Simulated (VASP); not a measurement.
Set up this calculation in VASP 6.6.1, as the native input.

```
Task                   : single point
Functional             : PBE
Potentials or basis    : VASP PAW PBE potentials, release 64 (Ti_sv)
Cutoff                 : 520 eV
k mesh                 : 13 × 13 × 7
Occupations            : methfessel-paxton, width 0.2 eV
Spin                   : no spin polarisation
Dipole correction      : no
Further INCAR settings : ALGO = Normal; EDIFF = 1e-06; NBANDS = 19
```

The structure of Ti lies in POSCAR:

```
Ti
1.0
    2.9499978604      0.0000000000      0.0000000000
   -1.4749989302      2.5547730882      0.0000000000
    0.0000000000      0.0000000000      4.6860000000
Ti
2
Direct
    0.3333333333      0.6666666667      0.2500000000
    0.6666666667      0.3333333333      0.7500000000
```

One way to write it, as run:

INCAR

```
PREC = Accurate ; ENCUT = 520
EDIFF = 1E-6 ; ISMEAR = 1
SIGMA = 0.2 ; LREAL = F
LASPH = T ; NELM = 60
ALGO = Normal ; ISIF = 2
LWAVE = F ; LCHARG = T
GGA = PE ; LELF = T
LVHAR = T ; NBANDS = 19
```

KPOINTS

```
regular mesh
0
Gamma
  13 13 7
```

Potentials or basis: VASP PAW PBE potentials, release 64 (Ti_sv).

The run is started by

```bash
$ cat potpaw_PBE.64/Ti_sv/POTCAR > POTCAR
$ mpirun -np 1 vasp_std > vasp.out
```

Results of the run:

```yaml
Pressure: -1.9 GPa
Band_gap_on_the_k_mesh: zero (bands 12 and 13 overlap by 1.09 eV)
```

Run time: 29 s on 1 thread of AMD EPYC 9R45 96-Core Processor (Zen 5), on a shared host, peak memory 0.15 GiB.
